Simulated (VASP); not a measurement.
Wanted: the native input for a VASP 6.6.1 run.

```yaml
Task: single point
Functional: PBEsol
Potentials_or_basis: VASP PAW PBE potentials, release 64 (Ni, Al)
Cutoff: 520 eV
k_mesh: 8 × 8 × 8
Occupations: fermi-dirac, width 0.05 eV
Spin: collinear spin, ferromagnetic start
Starting_moments: "[1.0, 1.0, 1.0, 0.0] μB"
Dipole_correction: no
Further_INCAR_settings: ALGO = Normal; EDIFF = 1e-06; NBANDS = 28
```

The structure of AlNi3 lies in POSCAR:

```
AlNi3
1.0
    3.5463868949      0.0000000000      0.0000000000
    0.0000000000      3.5463868949      0.0000000000
    0.0000000000      0.0000000000      3.5463868949
Ni Al
3 1
Direct
    0.5000000000      0.5000000000      0.0000000000
    0.5000000000      0.0000000000      0.5000000000
    0.0000000000      0.5000000000      0.5000000000
    0.0000000000      0.0000000000      0.0000000000
```

One way to write it, as run:

INCAR

```
SYSTEM = AlNi3
PREC = Accurate
ENCUT = 520
EDIFF = 1E-6
ISMEAR = -1
SIGMA = 0.05
LREAL = .False.
LASPH = .True.
NELM = 150
ALGO = Normal
ISIF = 2
LWAVE = .False.
LCHARG = .True.
ISPIN = 2
MAGMOM = 1 1 1 0
LORBIT = 11
LMAXMIX = 4
GGA = PS
LELF = .True.
LVHAR = .True.
NBANDS = 28
```

KPOINTS

```
Automatic mesh
0
Gamma
  8 8 8
  0 0 0
```

Potentials or basis: VASP PAW PBE potentials, release 64 (Ni, Al).

Launch:

```console
$ cat potpaw_PBE.64/Ni/POTCAR potpaw_PBE.64/Al/POTCAR > POTCAR
$ mpirun -np 1 vasp_std > vasp.out
```

It gave:

```json
{
 "Pressure": "-4.2 GPa",
 "Net moment": "0.64 μB per cell",
 "Site moments": "Ni +0.23; Al -0.01 μB",
 "Valence electrons inside the program's atomic spheres": "Ni 9.42; Al 0.80"
}
```

Caveat: the cell stands under tension; the PAW data sets were made with another functional, which shifts forces and pressure a little.

It took 2.3 min on 1 thread of Intel Xeon 8259CL, with other jobs on the host, peak memory 0.21 GiB.
